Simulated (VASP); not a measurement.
# Sn8HO16 (a cell with a defect) in VASP: notebook

The runs below take Sn8HO16 (a cell with a defect) through single point, with PBE.

Everything below comes from runs of VASP 6.6.1. Logs are shortened: lines on timing, memory, paths and dates and some standing lists are left out, and cuts for length are marked.

## (1) The cell of the first run

The cell holds a defect, 25 atoms: a = 6.827 Å, b = 6.827 Å, c = 8.077 Å, α = 115.00°, β = 115.00°, γ = 90.00°.

## (2) Single point, PBE

File INCAR:

```
SYSTEM = Sn8HO16
PREC = Accurate
ENCUT = 520
EDIFF = 1E-6
ISMEAR = 0
SIGMA = 0.02
LREAL = Auto
LASPH = .TRUE.
NELM = 60
ALGO = Normal
ISIF = 2
LWAVE = .FALSE.
LCHARG = .FALSE.
GGA = PE
NBANDS = 122
NELECT = 208.0
```

File KPOINTS:

```
Automatic mesh
0
G
  3 3 3
  0 0 0
```

File POSCAR:

```
Sn8HO16
1.0
   -4.8274195332     -4.8274195332      0.0000000000
    4.8274195332     -4.8274195332      0.0000000000
    0.0000000000      4.8274195332      6.4761384946
Sn O H
8 16 1
Direct
    0.4976911760      0.4917107553     -0.0115788135
    0.7592847249      0.7532782033      0.5115888122
    0.9977253748      1.0009179707      0.0019900748
    0.2457155634      0.2489609826      0.4980077252
    0.1342557815      0.6193826664      0.2499983596
    0.3756317843      0.8750095540      0.7501203077
    0.6165356380      0.1514119866      0.2500017567
    0.8754940709      0.3748719511      0.7498783425
    0.1998322600      0.5158947007      0.0009496400
    0.4488878400      0.7649256299      0.4990475424
    0.6906957018      0.0186010189      0.0025402483
    0.9381444592      0.2660327901      0.4974584782
    0.1373937747      0.3164140554      0.2499960434
    0.3846050693      0.5684670671      0.7475306472
    0.6719474664      0.8325328463      0.2499500283
    0.8870684775      0.0709249928      0.7524627529
    0.8097905999      0.4921109390      0.0012828632
    0.0585040767      0.7408153980      0.4987160177
    0.3060376230     -0.0082217840      0.0029477442
    0.5530820746      0.2388245320      0.4970492837
    0.0928333048      0.9272356128      0.2500016022
    0.3620812597      0.1782778853      0.7451474369
    0.6135613893      0.4504576867      0.2500065435
    0.8669293902      0.6831125510      0.7548595516
    0.8174536971      0.8508819083      0.2499335061
```

Potentials or basis: VASP PAW PBE potentials, release 64 (Sn_d, O, H).

The run is started by

```
cat potpaw_PBE.64/Sn_d/POTCAR potpaw_PBE.64/O/POTCAR potpaw_PBE.64/H/POTCAR > POTCAR
mpirun -np 1 vasp_std > vasp.out
```

OUTCAR:

```text
SYSTEM = Sn8HO16
   PREC = Accurate
   ENCUT = 520
   EDIFF = 1E-6
   ISMEAR = 0
   LREAL = Auto
   LASPH = .TRUE.
   NELM = 60
   ISIF = 2
   GGA = PE
   NELECT = 208.0

 ion  position               nearest neighbor table
   1  0.498  0.492  0.988-  22 2.05  14 2.06  23 2.06   9 2.08  17 2.09  15 2.24   4 3.18   2 3.39
                             7 3.64   8 3.73   6 3.73
   2  0.759  0.753  0.512-  24 2.05  16 2.06  23 2.06  10 2.08  18 2.09  15 2.24   3 3.18   1 3.39
                             7 3.64   6 3.73   8 3.73
   3  0.998  0.001  0.002-  13 2.07  24 2.08  16 2.09  11 2.10  19 2.10  21 2.11   2 3.18   4 3.21
                             5 3.74   7 3.74
   4  0.246  0.249  0.498-  13 2.07  22 2.08  14 2.09  12 2.10  20 2.10  21 2.11   1 3.18   3 3.21
                             5 3.74   7 3.74
   5  0.134  0.619  0.250-  13 2.07   9 2.08  10 2.08  17 2.11  18 2.11  21 2.12   8 3.24   6 3.24
                             4 3.74   3 3.74
   6  0.376  0.875  0.750-  14 2.09  11 2.09  18 2.09  22 2.09  19 2.12  10 2.12   5 3.24   7 3.24
                             2 3.73   1 3.73
   7  0.617  0.151  0.250-  23 2.04  20 2.06  19 2.06  12 2.10  11 2.10  15 2.21   8 3.24   6 3.24
                             2 3.64   1 3.64   3 3.74   4 3.74
   8  0.875  0.375  0.750-  16 2.09  12 2.09  17 2.09  24 2.09  20 2.12   9 2.12   5 3.24   7 3.24
                             1 3.73   2 3.73
   9  0.200  0.516  0.001-   5 2.08   1 2.08   8 2.12
  10  0.449  0.765  0.499-   5 2.08   2 2.08   6 2.12
  11  0.691  0.019  0.003-   6 2.09   7 2.10   3 2.10
  12  0.938  0.266  0.497-   8 2.09   7 2.10   4 2.10
  13  0.137  0.316  0.250-   5 2.07   4 2.07   3 2.07
  14  0.385  0.568  0.748-   1 2.06   6 2.09   4 2.09
  15  0.672  0.833  0.250-  25 1.00   7 2.21   1 2.24   2 2.24
  16  0.887  0.071  0.752-   2 2.06   8 2.09   3 2.09
  17  0.810  0.492  0.001-   8 2.09   1 2.09   5 2.11
  18  0.059  0.741  0.499-   6 2.09   2 2.09   5 2.11
  19  0.306  0.992  0.003-   7 2.06   3 2.10   6 2.12
  20  0.553  0.239  0.497-   7 2.06   4 2.10   8 2.12
  21  0.093  0.927  0.250-   3 2.11   4 2.11   5 2.12
  22  0.362  0.178  0.745-   1 2.05   4 2.08   6 2.09
  23  0.614  0.450  0.250-   7 2.04   2 2.06   1 2.06
  24  0.867  0.683  0.755-   2 2.05   3 2.08   8 2.09
  25  0.817  0.851  0.250-  15 1.00

  LATTYP: Found a body centered tetragonal cell.
 ALAT       =     6.8270021751
 C/A-ratio  =     1.8972129577

  Lattice vectors:

 A1 = (  -4.8274195332,   0.0000000000,  -6.4761384946)
 A2 = (   4.8274195332,   0.0000000000,  -6.4761384946)
 A3 = (   0.0000000000,  -4.8274195332,   6.4761384946)

Analysis of symmetry for initial positions (statically):
=====================================================================
 Subroutine PRICEL returns:
 Original cell was already a primitive cell.

[... 167 lines left out ...]
   NELECT =     208.0000    total number of electrons
   NUPDOWN=      -1.0000    fix difference up-down
   EMIN   =  10.00;   EMAX   =-10.00  energy-range for DOS
   EFERMI =   0.00;   METHOD = LEGACY
   ISMEAR =     0;   SIGMA  =   0.02  broadening in eV -4-tet -1-fermi 0-gaus
   EFERMI_NEDOS =   21; number of points for ismear=-14 and -15
   IALGO  =     38    algorithm
   IMIX   =      4    mixing-type and parameters
     AMIX     =   0.40;   BMIX     =  1.00
     AMIX_MAG =   1.60;   BMIX_MAG =  1.00
  volume/ion in A,a.u.               =      12.07        81.48
  Fermi-wavevector in a.u.,A,eV,Ry     =   1.446007  2.732558 28.448934  2.090938
  Thomas-Fermi vector in A             =   2.564125
   LORBIT       =      0    0 simple, 1 ext, 2 COOP (PROOUT), +10 PAW based schemes
   GGA     = PE    functional components
   LHFCALC =     F    Hartree Fock is set to
   AEXX    =    0.0000 exact exchange contribution
   IVDW    =     0    specifies the selected vdW correction
   LEPSILON=     F    determine dielectric tensor
   LRPA    =     F    only Hartree local field effects (RPA)
 non-spin polarized calculation
 Gauss-broadening in eV      SIGMA  =   0.02
  energy-cutoff  :      520.00
  volume of cell :      301.84
 maximum number of plane-waves:      8153
 NGX is ok and might be reduce to    54
   NGX = 25   NGY = 25   NGZ = 31

 number of electron     208.0000010 magnetization

 Free energy of the ion-electron system (eV)
  ---------------------------------------------------
  ext. energy  EPLUGINS =         0.00000000
  ---------------------------------------------------
  free energy    TOTEN  =      -159.96089102 eV

  energy without entropy =     -159.96089102  energy(sigma->0) =     -159.96089102

 E-fermi :   5.6208     XC(G=0): -10.9743

 val. band max:        5.4509833287   @ k =   0.0000   0.0000   0.0000
 cond. band min:       6.2645235851   @ k =   0.0000   0.0000   0.0000
 fundamental gap:      0.8135402564
 Fermi energy:         5.6207882075

 k-point     1 :       0.0000    0.0000    0.0000
  band No.  band energies     occupation
      1     -15.4470      2.00000
      2     -15.3086      2.00000
      3     -15.1121      2.00000
      4     -15.0701      2.00000
      5     -15.0257      2.00000
      6     -14.9842      2.00000
[... 1655 lines left out ...]
    115      13.2154      0.00000
    116      13.5025      0.00000
 [bands above 116 left out]

------------------------ aborting loop because EDIFF is reached ----------------------------------------

  FORCE on cell =-STRESS in cart. coord.  units (eV):
  Direction    XX          YY          ZZ          XY          YZ          ZX
  --------------------------------------------------------------------------------------
  -------------------------------------------------------------------------------------
  Total       -7.4984787    -11.5349748     -7.8501910     -4.0906568     -0.0061156     -0.0128927
  in kB      -39.8022417    -61.2281337    -41.6691457    -21.7133791     -0.0324617     -0.0684348
  external PRESSURE =     -47.5665070 kB  Pullay stress =       0.0000000 kB

 VOLUME and BASIS-vectors are now :
 -----------------------------------------------------------------------------
  energy-cutoff  :      520.00
  volume of cell :      301.84
      direct lattice vectors                 reciprocal lattice vectors
    -4.827419533 -4.827419533  0.000000000    -0.103575005 -0.103575005  0.077206502
     4.827419533 -4.827419533  0.000000000     0.103575005 -0.103575005  0.077206502
     0.000000000  4.827419533  6.476138495     0.000000000  0.000000000  0.154413004

 POSITION                                       TOTAL-FORCE (eV/Angst)
 -----------------------------------------------------------------------------------
     -0.02887     -0.00473      6.40115         0.014826     -0.008407      0.028171
     -0.02900     -4.83212      3.31312         0.012403      0.003132     -0.027111
     -4.81201     -4.81126      0.01289        -0.002650      0.003186     -0.002720
      0.01567      0.01608      3.22517        -0.005337     -0.008400      0.006888
      2.34191     -2.43128      1.61902         0.012860     -0.003755      0.002406
      2.41071     -2.41622      4.85788         0.002388      0.009686     -0.001972
[... 17 lines left out ...]
     -0.88736     -3.83868      4.88858        -0.020133      0.020415      0.011663
      0.16137     -6.84722      1.61860        -0.068292     -0.087443     -0.000034
 -----------------------------------------------------------------------------------
    total drift:                                0.013424      0.042673      0.005883

  FREE ENERGIE OF THE ION-ELECTRON SYSTEM (eV)
  ---------------------------------------------------
  free  energy   TOTEN  =      -159.9608910179 eV

  energy  without entropy=     -159.9608910179  energy(sigma->0) =     -159.96089102
```

OSZICAR:

```text
N       E                     dE             d eps       ncg     rms          rms(c)
DAV:   1     0.389934150133E+04    0.38993E+04   -0.87625E+04  3850   0.267E+03
DAV:   2     0.849513093640E+03   -0.30498E+04   -0.29056E+04  3448   0.875E+02
DAV:   3    -0.754578809941E+02   -0.92497E+03   -0.88697E+03  3788   0.329E+02
DAV:   4    -0.178613845276E+03   -0.10316E+03   -0.10104E+03  3990   0.122E+02
DAV:   5    -0.183106910885E+03   -0.44931E+01   -0.44442E+01  3912   0.255E+01    0.302E+01
DAV:   6    -0.159393056703E+03    0.23714E+02   -0.89356E+01  5296   0.712E+01    0.107E+01
DAV:   7    -0.160066787124E+03   -0.67373E+00   -0.10440E+01  3776   0.984E+00    0.664E+00
DAV:   8    -0.160063555086E+03    0.32320E-02   -0.18137E+00  4648   0.693E+00    0.208E+00
DAV:   9    -0.159953973361E+03    0.10958E+00   -0.58347E-01  4832   0.511E+00    0.308E-01
DAV:  10    -0.159960369876E+03   -0.63965E-02   -0.47654E-02  4104   0.838E-01    0.268E-01
DAV:  11    -0.159960893564E+03   -0.52369E-03   -0.20435E-03  5424   0.279E-01    0.131E-01
DAV:  12    -0.159960867201E+03    0.26364E-04   -0.16738E-03  4696   0.221E-01    0.295E-02
DAV:  13    -0.159960887119E+03   -0.19918E-04   -0.21128E-04  4104   0.652E-02    0.911E-03
DAV:  14    -0.159960890338E+03   -0.32191E-05   -0.24339E-05  3704   0.215E-02    0.639E-03
DAV:  15    -0.159960891347E+03   -0.10091E-05   -0.32199E-06  2872   0.129E-02    0.336E-03
DAV:  16    -0.159960891018E+03    0.32931E-06   -0.22672E-06  2472   0.799E-03
   1 F= -.15996089E+03 E0= -.15996089E+03  d E =-.206682E-34
```

It took 19 min on 1 thread of Intel Xeon Platinum 8259CL at 2.50GHz (Skylake/Cascade Lake), shared host; peak memory 0.61 GiB.

What came out:

| Property | Result |
| --- | --- |
| Free energy | -159.9609 eV |
| Largest force | 0.111 eV/Å |

Forces in eV/Å, atoms in the order of the input:
```
Sn   0.015 -0.008  0.028
Sn   0.012  0.003 -0.027
Sn  -0.003  0.003 -0.003
Sn  -0.005 -0.008  0.007
Sn   0.013 -0.004  0.002
Sn   0.002  0.010 -0.002
Sn   0.000  0.011  0.000
Sn  -0.001  0.010  0.006
O   -0.006 -0.014 -0.004
O   -0.004 -0.010  0.003
O   -0.013 -0.013  0.007
O   -0.011 -0.011 -0.009
O    0.007 -0.014  0.000
O    0.016 -0.024 -0.006
O    0.042  0.068  0.001
O    0.015 -0.024  0.003
O    0.009  0.013  0.011
O    0.011  0.010 -0.014
O    0.007  0.016 -0.002
O    0.007  0.017  0.003
O   -0.008  0.018 -0.001
O   -0.020  0.020 -0.016
O    0.005 -0.002  0.001
O   -0.020  0.020  0.012
H   -0.068 -0.087  0.000
```

Levels at points of the mesh, in eV from the Fermi level:
```csv
k point,band 101,band 102,band 103,band 104,band 105,band 106,band 107,band 108
"(0.00, 0.00, 0.00)",-0.74,-0.72,-0.70,-0.17,0.64,4.39,4.42,4.52
```

Caveat: the cell carries a net charge on a neutralising background, which shifts energy and pressure; the cell is charged against a uniform background, so pressure and absolute levels hang on convention; spin-orbit coupling is left out, which moves the levels of the heavy elements.

## (3) Single point, PBE (with an interstitial atom, then relaxed in part)

File INCAR:

```
ALGO = Normal
EDIFF = 1E-6
ENCUT = 520
GGA = PE
ISIF = 2
ISMEAR = 0
LASPH = T
LCHARG = F
LREAL = Auto
LWAVE = F
NBANDS = 122
NELECT = 208.0
NELM = 60
PREC = Accurate
SIGMA = 0.02
```

File KPOINTS:

```
k-points
0
Gamma
  3 3 3
```

File POSCAR:

```
Sn8HO16
1.0
   -4.8274195332     -4.8274195332      0.0000000000
    4.8274195332     -4.8274195332      0.0000000000
    0.0000000000      4.8274195332      6.4761384946
Sn O H
8 16 1
Direct
    0.5009129016      0.5011482237     -0.0030320624
    0.7489404222      0.7491228968      0.4929856674
    0.9873782454      0.9967865457     -0.0166008675
    0.2489522945      0.2583867086      0.5065666888
    0.1301144177      0.5986659251      0.2449797388
    0.3710324921      0.8750826186      0.7448562661
    0.6123907799      0.1306917043      0.2449762406
    0.8711367121      0.3751869290      0.7450982111
    0.1935582841      0.5112456366     -0.0020743614
    0.4406154559      0.7583008061      0.4920271446
    0.6881404631      0.0092480260     -0.0037391899
    0.9368602026      0.2579767830      0.4936939659
    0.1330933220      0.2996249829      0.2449843976
    0.3845783755      0.5718231240      0.7498375082
    0.6538165566      0.8228420984      0.2449795963
    0.8797145013      0.0669456904      0.7401253812
    0.8084927521      0.4840153073     -0.0024819001
    0.0559622065      0.7315017923      0.4924363832
    0.2977656354     -0.0148689733     -0.0040724623
    0.5468079484      0.2341980785      0.4940255225
    0.0746507307      0.9174933267      0.2449279548
    0.3620424713      0.1816139113      0.7474406613
    0.6092504827      0.4336581092      0.2449739902
    0.8595737470      0.6791396221      0.7425085224
    0.9291280247      0.8991276757      0.2449114724
```

Potentials or basis: VASP PAW PBE potentials, release 64 (Sn_d, O, H).

The run is started by

```
cat potpaw_PBE.64/Sn_d/POTCAR potpaw_PBE.64/O/POTCAR potpaw_PBE.64/H/POTCAR > POTCAR
mpirun -np 1 vasp_std > vasp.out
```

Wall time 15 min (1 thread of Intel Xeon Platinum 8375C at 2.90GHz (Ice Lake), shared host); peak memory 0.62 GiB.

The run converged. Its results:

* Free energy: -159.9612 eV
* Largest force: 0.110 eV/Å

Forces in eV/Å, atoms in the order of the input:
```
Sn   0.003 -0.001 -0.003
Sn   0.001 -0.005  0.008
Sn  -0.013 -0.003  0.026
Sn  -0.010  0.006 -0.025
Sn   0.000 -0.011 -0.006
Sn   0.004  0.004  0.004
Sn  -0.009  0.006  0.003
Sn   0.002  0.004 -0.004
O   -0.007 -0.015 -0.007
O   -0.008 -0.013  0.004
O   -0.013 -0.013  0.015
O   -0.015 -0.010 -0.014
O   -0.005  0.002 -0.002
O    0.019 -0.022  0.010
O    0.008 -0.021 -0.001
O    0.018 -0.022 -0.011
O    0.014  0.008  0.008
O    0.011  0.010 -0.008
O    0.005  0.010  0.000
O    0.002  0.010  0.001
O   -0.042 -0.070  0.003
O   -0.015  0.021  0.005
O   -0.004  0.014 -0.001
O   -0.016  0.022 -0.005
H    0.069  0.086  0.001
```

Levels at points of the mesh, in eV from the Fermi level:
```csv
k point,band 102,band 103,band 104,band 105,band 106,band 107
"(0.00, 0.00, 0.00)",-0.66,-0.64,-0.11,0.70,4.45,4.47
```

Caveat: the cell carries a net charge on a neutralising background, which shifts energy and pressure; the cell differs from its parent crystal (with an interstitial atom, then relaxed in part); the cell is charged against a uniform background, so pressure and absolute levels hang on convention; spin-orbit coupling is left out, which moves the levels of the heavy elements.

## (4) Single point, PBE

File INCAR:

```
PREC = Accurate
ENCUT = 520
EDIFF = 1E-6
ISMEAR = 0
SIGMA = 0.02
LREAL = Auto
LASPH = T
NELM = 100
ALGO = Normal
ISIF = 2
LWAVE = F
LCHARG = F
GGA = PE
NELECT = 208.0
NBANDS = 122
```

File KPOINTS:

```
regular mesh
0
Gamma
  3 3 3
```

File POSCAR:

```
Sn8HO16
1.0
   -4.8274195332     -4.8274195332      0.0000000000
    4.8274195332     -4.8274195332      0.0000000000
    0.0000000000      4.8274195332      6.4761384946
Sn O H
8 16 1
Direct
    0.4998718859      0.4993842548     -0.0001216774
    0.7443827218      0.7407424747      0.4999982633
    1.0000094888      0.9994885065      0.0001202877
    0.2764120157      0.2584661961      0.5000018148
    0.1259179294      0.6292646933      0.2519899785
    0.3739610116      0.8772922393      0.7480077833
    0.6167107843      0.1157300878      0.2384212446
    0.8782781551      0.3773040874      0.7615887159
    0.1959249276      0.4903942586      0.0024627330
    0.4414140844      0.7376023461      0.4999961015
    0.6934671055     -0.0120744321     -0.0024693728
    0.9575327718      0.2030025358      0.4999500864
    0.1167781678      0.3219101215      0.2529476479
    0.3638244838      0.5689672093      0.7470491874
    0.6171109681      0.8164922303      0.2512829214
    0.8658154270      0.0652119217      0.7487160758
    0.8081124858      0.5129301446      0.0048595317
    0.0522357523      0.7821683748      0.5000016604
    0.3032778201      0.0080662707     -0.0048525831
    0.5754576386      0.2614451543      0.5000064472
    0.1436009708      0.9368444363      0.2525401520
    0.3910328191      0.1843140964      0.7474585363
    0.6408946526      0.4261173802      0.2509495437
    0.8899256589      0.6751597798      0.7490476005
    0.9758820410      1.0574798796      0.4999335642
```

The run is started by

```
cat potpaw_PBE.64/Sn_d/POTCAR potpaw_PBE.64/O/POTCAR potpaw_PBE.64/H/POTCAR > POTCAR
mpirun -np 1 vasp_std > vasp.out
```

It took 19 min on 1 thread of Intel Xeon Platinum 8259CL at 2.50GHz (Skylake/Cascade Lake), shared host; peak memory 0.61 GiB.

The run converged. Its results:

| Item | Value |
| --- | --- |
| Free energy | -159.9611 eV |
| Largest force | 0.109 eV/Å |

Forces on the atoms (eV/Å):
```
Sn  -0.002  0.003  0.004
Sn   0.002 -0.010  0.001
Sn   0.000  0.001 -0.005
Sn   0.001  0.003 -0.003
Sn   0.004  0.002 -0.008
Sn  -0.001  0.007  0.004
Sn   0.000 -0.012  0.021
Sn   0.002 -0.015 -0.030
O   -0.022 -0.015  0.008
O   -0.012 -0.008  0.000
O   -0.023 -0.019 -0.005
O    0.066 -0.044  0.001
O    0.016 -0.008 -0.003
O    0.016 -0.009  0.004
O    0.013 -0.010  0.014
O    0.011 -0.010 -0.014
O    0.022  0.023  0.015
O    0.021  0.008  0.001
O    0.021  0.017 -0.015
O   -0.004 -0.008 -0.001
O   -0.013  0.015  0.010
O   -0.012  0.014 -0.005
O   -0.010  0.003  0.000
O   -0.009  0.004  0.002
H   -0.086  0.068  0.001
```

Levels at points of the mesh, in eV from the Fermi level:
```
           k point  band 101  band 102  band 103  band 104  band 105  band 106  band 107  band 108
(0.00, 0.00, 0.00)     -0.74     -0.72     -0.70     -0.17      0.64      4.39      4.42      4.52
```

Caveat: the cell carries a net charge on a neutralising background, which shifts energy and pressure; the cell is charged against a uniform background, so pressure and absolute levels hang on convention; spin-orbit coupling is left out, which moves the levels of the heavy elements.
